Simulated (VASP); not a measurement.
# Si4N: single point with PBE

The system is Si4N.

```xyz
5
Lattice="2.6462 1.5278 3.1402 -2.6462 1.5278 3.1402 0.0000 -3.0556 3.1402" Properties=species:S:1:pos:R:3 pbc="T T T"
Si    1.5086   -0.8710    4.4945
Si    0.0000    1.7420    4.4945
Si   -1.5086   -0.8710    4.4945
Si    0.0000    0.0000    3.6075
N     0.0000    0.0000    0.8314
```

```json
{
 "Program": "VASP 6.6.1",
 "Task": "single point",
 "Functional": "PBE",
 "Potentials or basis": "VASP PAW PBE potentials, release 64 (Si, N)",
 "Cutoff": "520 eV",
 "k mesh": "6 × 6 × 6",
 "Occupations": "gaussian, width 0.1 eV",
 "Spin": "no spin polarisation"
}
```

```
Pressure      : 26.5 GPa
Largest force : 10.161 eV/Å
```

Forces on the atoms (eV/Å):
```
Si    4.126  -2.382   3.278
Si    0.000   4.765   3.278
Si   -4.126  -2.382   3.278
Si    0.000   0.000 -10.161
N     0.000   0.000   0.326
```

Stress tensor (GPa, compression positive):
```
36.11  0.00  0.00
 0.00 36.11  0.00
 0.00  0.00  7.39
```

Levels at points of the mesh, in eV from the Fermi level:
```
           k point  band 7  band 8  band 9  band 10  band 11  band 12  band 13  band 14
(0.00, 0.00, 0.00)   -4.46   -2.15   -0.76    -0.17    -0.17     0.32     0.90     0.90
(0.50, 0.00, 0.00)   -2.90   -2.35   -1.96    -1.93    -1.04    -0.38     0.51     2.86
(0.50, 0.50, 0.00)   -3.19   -2.04   -1.88    -0.74    -0.10     0.79     1.65     3.27
(0.50, 0.50, 0.50)   -5.43   -5.43   -0.17     1.14     1.14     1.31     3.16     3.16
```

It took 15 s on 1 thread of Intel(R) Xeon(R) 6975P-C (Granite Rapids) (shared host), peak memory 0.2 GiB.

Caveat: forces of over 1 eV/Å act on the atoms, so gaps and moduli don't describe the material at rest.
